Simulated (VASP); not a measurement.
# MgO (klda) (Fm-3m) in VASP: vibrations by perturbation theory with LDA

Aim: the vibrations by perturbation theory of MgO (klda) with LDA.

All numbers are computed with VASP 6.6.1; they aren't measurements. Logs are shortened: lines on timing, memory, paths and dates and some standing lists are left out, and cuts for length are marked.

### 1 The cell of the first run

The structure is cubic, space group Fm-3m (No. 225). Conventional cell: a = 4.161 Å, b = 4.161 Å, c = 4.161 Å, α = 90.00°, β = 90.00°, γ = 90.00°. Mg (site symmetry m-3m) has 6 O at 2.08 Å within 2.8 Å. Within 2.8 Å of O (site symmetry m-3m) lie 6 Mg at 2.08 Å.

### 2 Vibrations by perturbation theory, LDA

Input file INCAR:

```
PREC = Accurate
ENCUT = 520
EDIFF = 1E-8
ISMEAR = 0
SIGMA = 0.01
LREAL = False
LASPH = True
NELM = 100
ALGO = Normal
ISIF = 2
LWAVE = False
LCHARG = False
IBRION = 8
NSW = 1
LEPSILON = True
```

Input file KPOINTS:

```
regular mesh
0
Gamma
  10 10 10
```

Input file POSCAR:

```
MgO
1.0
    0.0000000000      2.0803454603      2.0803454603
    2.0803454603      0.0000000000      2.0803454603
    2.0803454603      2.0803454603      0.0000000000
Mg O
1 1
Direct
    0.0000000000      0.0000000000      0.0000000000
    0.5000000000      0.5000000000      0.5000000000
```

Potentials or basis: VASP PAW LDA potentials, release 64 (Mg, O).

The run is started by

```
$ cat potpaw_LDA.64/Mg/POTCAR potpaw_LDA.64/O/POTCAR > POTCAR
$ mpirun -np 1 vasp_std > vasp.out
```

OUTCAR:

```text
PREC = Accurate
   ENCUT = 520
   EDIFF = 1E-8
   ISMEAR = 0
   LREAL = False
   LASPH = True
   NELM = 100
   ISIF = 2
   IBRION = 8
   NSW = 1
   LEPSILON = True

 ion  position               nearest neighbor table
   1  0.000  0.000  0.000-   2 2.08   2 2.08   2 2.08   2 2.08   2 2.08   2 2.08
   2  0.500  0.500  0.500-   1 2.08   1 2.08   1 2.08   1 2.08   1 2.08   1 2.08

  LATTYP: Found a face centered cubic cell.
 ALAT       =     4.1606909206

  Lattice vectors:

 A1 = (   0.0000000000,   2.0803454603,   2.0803454603)
 A2 = (   2.0803454603,   0.0000000000,   2.0803454603)
 A3 = (   2.0803454603,   2.0803454603,   0.0000000000)

Analysis of symmetry for initial positions (statically):
=====================================================================
 Subroutine PRICEL returns:
 Original cell was already a primitive cell.

 Routine SETGRP: Setting up the symmetry group for a
 face centered cubic supercell.

 Subroutine GETGRP returns: Found 48 space group operations
 (whereof 48 operations were pure point group operations)
 out of a pool of 48 trial point group operations.

The static configuration has the point symmetry O_h .

Analysis of symmetry for dynamics (positions and initial velocities):
=====================================================================
 Subroutine PRICEL returns:
 Original cell was already a primitive cell.

 Routine SETGRP: Setting up the symmetry group for a
 face centered cubic supercell.

 Subroutine GETGRP returns: Found 48 space group operations
 (whereof 48 operations were pure point group operations)
 out of a pool of 48 trial point group operations.

The dynamic configuration has the point symmetry O_h .

 Subroutine INISYM returns: Found 48 space group operations
 (whereof 48 operations are pure point group operations),
 and found     1 'primitive' translations

----------------------------------------------------------------------------------------

                                     Primitive cell

  volume of cell :      18.0068

  direct lattice vectors                    reciprocal lattice vectors
     0.000000000  2.080345460  2.080345460    -0.240344697  0.240344697  0.240344697
     2.080345460  0.000000000  2.080345460     0.240344697 -0.240344697  0.240344697
     2.080345460  2.080345460  0.000000000     0.240344697  0.240344697 -0.240344697

  length of vectors
     2.942052764  2.942052764  2.942052764     0.416289227  0.416289227  0.416289227

  position of ions in fractional coordinates (direct lattice)
     0.000000000  0.000000000  0.000000000
     0.500000000  0.500000000  0.500000000

  ion indices of the primitive-cell ions
   primitive index   ion index
                 1           1
                 2           2

----------------------------------------------------------------------------------------

 KPOINTS: regular mesh

Automatic generation of k-mesh.
 Grid dimensions read from file:
 generate k-points for:   10   10   10

 Generating k-lattice:

  Cartesian coordinates                     Fractional coordinates (reciprocal lattice)
[... 413 lines left out ...]
 Free energy of the ion-electron system (eV)
  ---------------------------------------------------
  ---------------------------------------------------
  free energy    TOTEN  =        -0.11207857 eV

  energy without entropy =       -0.11207857

------------------------ aborting loop because EDIFF is reached ----------------------------------------

--------------------------------------- Ionic step        2  -------------------------------------------

------------------------ aborting loop because EDIFF is reached ----------------------------------------

--------------------------------------- Ionic step        3  -------------------------------------------

------------------------ aborting loop because EDIFF is reached ----------------------------------------

 PIEZOELECTRIC TENSOR FIELD DIRECTION 3  (e Angst)
 -----------------------------------------------------------------------------
    -0.00015  0.00000 -0.00000           ( -0.00001  0.00000 -0.00000)
     0.00000 -0.00015 -0.00000           (  0.00000 -0.00001  0.00000)
    -0.00000  0.00000 -0.00018           ( -0.00000  0.00000 -0.00001)

 PIEZOELECTRIC TENSOR FIELD DIRECTION 3  (C/m^2)
 -----------------------------------------------------------------------------
    -0.00014  0.00000 -0.00000
     0.00000 -0.00014 -0.00000
    -0.00000  0.00000 -0.00016

--------------------------------------- Ionic step        4  -------------------------------------------

------------------------ aborting loop because EDIFF is reached ----------------------------------------

[... ionic steps 5 to 6 ...]

--------------------------------------- Ionic step        7  -------------------------------------------

 Free energy of the ion-electron system (eV)
  ---------------------------------------------------
  ---------------------------------------------------
  free energy    TOTEN  =        -0.35241513 eV

  energy without entropy =       -0.35241513

------------------------ aborting loop because EDIFF is reached ----------------------------------------

 INTERNAL STRAIN TENSOR  FOR ION    2  DIRECTION 1   (eV/Angst):
 -----------------------------------------------------------------------------
    -0.00453  0.00000  0.00000
     0.00000  0.00716  0.00000
     0.00000  0.00000  0.00716

 MACROSCOPIC STATIC DIELECTRIC TENSOR (including local field effects in DFT)
 ------------------------------------------------------
           3.105293    -0.000000     0.000000
          -0.000000     3.105293     0.000000
           0.000000     0.000000     3.105293
 ------------------------------------------------------

 PIEZOELECTRIC TENSOR (including local field effects)  for field in x, y, z        (e  Angst)
          XX          YY          ZZ          XY          YZ          ZX
  --------------------------------------------------------------------------------
  x     0.00000     0.00000     0.00000     0.00000     0.00000     0.00000
  y     0.00000     0.00000     0.00000     0.00000     0.00000     0.00000
  z     0.00000     0.00000     0.00000     0.00000     0.00000     0.00000

 PIEZOELECTRIC TENSOR (including local field effects)  for field in x, y, z        (C/m^2)
          XX          YY          ZZ          XY          YZ          ZX
  --------------------------------------------------------------------------------
  x     0.00000     0.00000     0.00000     0.00000     0.00000     0.00000
  y     0.00000     0.00000     0.00000     0.00000     0.00000     0.00000
  z     0.00000     0.00000     0.00000     0.00000     0.00000     0.00000

 BORN EFFECTIVE CHARGES (including local field effects) (in |e|, cummulative output)
 ---------------------------------------------------------------------------------
 ion    1
    1     1.95303     0.00000     0.00000
    2     0.00000     1.95303     0.00000
    3     0.00000     0.00000     1.95303
 ion    2
    1    -1.95303     0.00000    -0.00000
    2    -0.00000    -1.95303     0.00000
    3     0.00000    -0.00000    -1.95303

 INTERNAL STRAIN TENSOR FOR ION    2 for displacements in x,y,z  (eV/Angst):
          X           Y           Z          XY          YZ          ZX
  --------------------------------------------------------------------------------
  x     0.00000     0.00000     0.00000     0.00000     0.00000     0.00000
  y     0.00000     0.00000     0.00000     0.00000     0.00000     0.00000
  z     0.00000     0.00000     0.00000     0.00000     0.00000     0.00000

 SECOND DERIVATIVES (NOT SYMMETRIZED)
 ------------------------------------
               1X          1Y          1Z          2X          2Y          2Z
  1X    -6.060214    0.000000    0.000000    6.060214    0.000000    0.000000
  1Y     0.000000   -6.060214    0.000000    0.000000    6.060214    0.000000
  1Z     0.000000    0.000000   -6.060214    0.000000    0.000000    6.060214
  2X     6.069105    0.000000    0.000000   -6.069105    0.000000    0.000000
  2Y     0.000000    6.069105    0.000000    0.000000   -6.069105    0.000000
  2Z     0.000000    0.000000    6.069105    0.000000    0.000000   -6.069105

 Eigenvectors and eigenvalues of the dynamical matrix
 ----------------------------------------------------

   1 f  =   12.395340 THz    77.882216 2PiTHz  413.464028 cm-1    51.262983 meV
             X         Y         Z           dx          dy          dz
      0.000000  0.000000  0.000000     0.000000    0.000000   -0.629779
      2.080345  2.080345  2.080345     0.000000    0.000000    0.776774
[... 21 lines left out ...]
   6 f/i=    0.004445 THz     0.027928 2PiTHz    0.148267 cm-1     0.018383 meV
             X         Y         Z           dx          dy          dz
      0.000000  0.000000  0.000000    -0.267564    0.729237    0.000000
      2.080345  2.080345  2.080345    -0.216931    0.591239    0.000000

--------------------------------------------------------------------------------------------------------

 MACROSCOPIC STATIC DIELECTRIC TENSOR IONIC CONTRIBUTION
 ------------------------------------------------------
           6.320361     0.000000     0.000000
           0.000000     6.320361     0.000000
           0.000000     0.000000     6.320361
 ------------------------------------------------------

 ELASTIC MODULI CONTR FROM IONIC RELAXATION (kBar)
 Direction    XX          YY          ZZ          XY          YZ          ZX
 --------------------------------------------------------------------------------
 XX           0.0000      0.0000      0.0000      0.0000      0.0000      0.0000
 YY           0.0000      0.0000      0.0000      0.0000      0.0000      0.0000
 ZZ           0.0000      0.0000      0.0000      0.0000      0.0000      0.0000
 XY           0.0000      0.0000      0.0000      0.0000      0.0000      0.0000
 YZ           0.0000      0.0000      0.0000      0.0000      0.0000      0.0000
 ZX           0.0000      0.0000      0.0000      0.0000      0.0000      0.0000
 --------------------------------------------------------------------------------

 PIEZOELECTRIC TENSOR IONIC CONTR  for field in x, y, z        (C/m^2)
          XX          YY          ZZ          XY          YZ          ZX
  --------------------------------------------------------------------------------
  x     0.00000     0.00000     0.00000     0.00000     0.00000     0.00000
  y     0.00000     0.00000     0.00000     0.00000     0.00000     0.00000
  z     0.00000     0.00000     0.00000     0.00000     0.00000     0.00000
```

It took 78 s on 1 thread of Intel Xeon 6975P-C, shared host; peak memory 0.18 GiB.

What came out:

| Quantity | Value |
| --- | --- |
| Electronic dielectric tensor (diagonal) | 3.11 |
| Born charges (mean of the diagonal) | Mg +1.95; O -1.95 e |
| Highest phonon frequency at Γ, LO-TO splitting left out | 413 cm⁻¹ |

Phonon frequencies in cm⁻¹ (negative: imaginary):
```csv
q point,frequencies
"(0.000, 0.000, 0.000)",0 0 0 413 413 413
```

Electronic dielectric tensor:
```
3.11 0.00 0.00
0.00 3.11 0.00
0.00 0.00 3.11
```

Born effective charge tensors (e):
atom 1, Mg
```
1.95 0.00 0.00
0.00 1.95 0.00
0.00 0.00 1.95
```
atom 2, O
```
-1.95  0.00  0.00
 0.00 -1.95  0.00
 0.00  0.00 -1.95
```

Caveat: the cell wasn't relaxed at this level first, which shifts response properties.
